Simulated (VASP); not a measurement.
Set up this calculation in VASP 6.6.1, as the native input.

```
Task                   : single point
Functional             : PBE
Potentials or basis    : VASP PAW PBE potentials, release 64 (H, C, O)
Cutoff                 : 520 eV
k mesh                 : 2 × 2 × 1
Occupations            : fermi-dirac, width 0.05 eV
Spin                   : no spin polarisation
Dipole correction      : no
Further INCAR settings : LREAL = Auto; ALGO = Normal; EDIFF = 1e-07; NBANDS = 57
```

The structure of H4C3O4 lies in POSCAR:

```
H4C3O4
1.0
    5.1539000000      0.0000000000      0.0000000000
   -0.4908560000      5.3013240000      0.0000000000
   -1.6014840000     -2.6888250000      7.5455130000
H C O
8 6 8
Direct
    0.4288811912      0.8674501302      0.7334557637
    0.4566488955      0.2250264314      0.2079116423
    0.5309726811      1.0405655419      0.6123771836
    0.5656830933      0.1335643266      0.3731621694
    0.8390535842      0.6369604005      0.0658404538
    0.1121136173      0.3452443098      0.9376035798
    0.9524556136      0.6363970711      0.3849440058
    0.0875223407      0.3045730264      0.5574703801
    0.7712391676      0.7167602303      0.6285192273
    0.2022033237      0.2637061619      0.3489225981
    0.7675010869      0.1597000700      0.8533548349
    0.2288866325      0.8392739086      0.1406796330
    0.6113900863      0.9452549948      0.7029475663
    0.3759921142      0.1208056807      0.2735135437
    0.0331921614      0.1404498511      0.8833859275
    0.9698354200      0.7999433552      0.1437278022
    0.6410749747      0.3457646638      0.9254639148
    0.3524150445      0.6919877908      0.0461731363
    0.8528294190      0.5549851728      0.6988391644
    0.0505948623      0.3890971094      0.2902122096
    0.8379547383      0.7489617703      0.4767469091
    0.2629269773      0.3022961599      0.5204019925
```

One way to write it, as run:

INCAR

```
PREC = Accurate
ENCUT = 520
EDIFF = 1E-7
ISMEAR = -1
SIGMA = 0.05
LREAL = Auto
LASPH = T
NELM = 60
ALGO = Normal
ISIF = 2
LWAVE = F
LCHARG = T
GGA = PE
LELF = T
LVHAR = T
NBANDS = 57
```

KPOINTS

```
Automatic mesh
0
Gamma
  2 2 1
```

Potentials or basis: VASP PAW PBE potentials, release 64 (H, C, O).

Command:

```bash
$ cat potpaw_PBE.64/H/POTCAR potpaw_PBE.64/C/POTCAR potpaw_PBE.64/O/POTCAR > POTCAR
$ mpirun -np 1 vasp_std > vasp.out
```

It gave:

The pressure is 3.4 GPa. The largest force is 5.949 eV/Å. The band gap on the k mesh is 4.20 eV.

Caveat: the k points lie up to 0.83 Å⁻¹ apart, too coarse for converged energies, forces and pressures; the atoms stand as in a frame of molecular dynamics; this functional lacks dispersion, which holds the molecules together, so the pressure and a relaxed volume are unreliable; forces of over 1 eV/Å act on the atoms, so gaps and moduli don't describe the material at rest.

It took 2.2 min on 1 thread of Intel(R) Xeon(R) Platinum 8259CL CPU @ 2.50GHz (Skylake/Cascade Lake), on a shared host, peak memory 0.3 GiB.
